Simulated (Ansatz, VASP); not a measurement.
Given: the input of a run of Ansatz 0.2.0 on Ir.

input.yaml

```yaml
crystal:
  lattice:
    - [2.7513778946, 0.0, 0.0]
    - [-1.3756889473, 2.3827631521, 0.0]
    - [0.0, 0.0, 4.46229]
  atoms:
    - { symbol: Ir, position: [0.3333333333, 0.6666666667, 0.25] }
    - { symbol: Ir, position: [0.6666666667, 0.3333333333, 0.75] }
hamiltonian:
  xc: rpbe
  pseudopotentials: { kind: paw }
  dispersion: d4
kpoints:
  mp_grid: { grid: [11, 11, 6] }
scf:
  occupations: { method: fermi_dirac, width: 0.05 }
output:
  forces: true
  stress: true
  eigenvalues: true
relax:
  f_tol: 0.01
  max_steps: 40
  cell: { stress_tol: 0.05 }
```

Potentials or basis: Ansatz PAW.

The run is started by

```sh
$ ansatz run input.yaml --threads 2 --pin off --max-ram 5632MiB --backend cpu --events-out ev --progress --plain --runs-dir out
```

Question: Translate it to VASP 6.6.1. Potentials there: VASP PAW PBE potentials, release 64 (Ir).

Answer: As run (the cutoff follows the program's own potentials):

File INCAR:

```
SYSTEM = Ir
ALGO = Fast ; EDIFF = 1E-6
EDIFFG = -0.01 ; ENCUT = 600
GGA = RP ; IBRION = 2
ISIF = 3 ; ISMEAR = -1
IVDW = 13 ; LASPH = .True.
LCHARG = .False. ; LREAL = .False.
LWAVE = .False. ; NELM = 100
NSW = 60 ; PREC = Accurate
SIGMA = 0.05
```

The input KPOINTS:

```
k-points
0
Gamma
  11 11 6
  0 0 0
```

The input POSCAR:

```
Ir
1.0
    2.7513778946      0.0000000000      0.0000000000
   -1.3756889473      2.3827631521      0.0000000000
    0.0000000000      0.0000000000      4.4622900000
Ir
2
Direct
    0.3333333333      0.6666666667      0.2500000000
    0.6666666667      0.3333333333      0.7500000000
```

Potentials or basis: VASP PAW PBE potentials, release 64 (Ir).

The run is started by

```sh
$ cat potpaw_PBE.64/Ir/POTCAR > POTCAR
$ mpirun -np 1 vasp_std > vasp.out
```

Both were run:

|  | VASP | Ansatz | Ansatz less VASP |
| --- | --- | --- | --- |
| gap on the k mesh at the Fermi level, each at its own relaxed structure (eV) | none | none | - |
| relaxed volume (Å³/atom) | 14.06 | 14.03 | -0.023 |
| relaxed length of the cell vector where the two differ most in proportion (Å) | 2.715 | 2.713 | -0.0017 |

VASP's potentials were made for PBE, not for RPBE. A gap of «none» marks a metal or a gap that the smearing closes. VASP's potentials hold 18 valence electrons a cell and Ansatz's 34, so a difference there can come from the potentials and not from the codes.

Spin-orbit coupling is off throughout. Noted on Ansatz's run: the plane-wave basis is chosen anew once the cell has moved, so the energies of steps on either side of that aren't comparable.
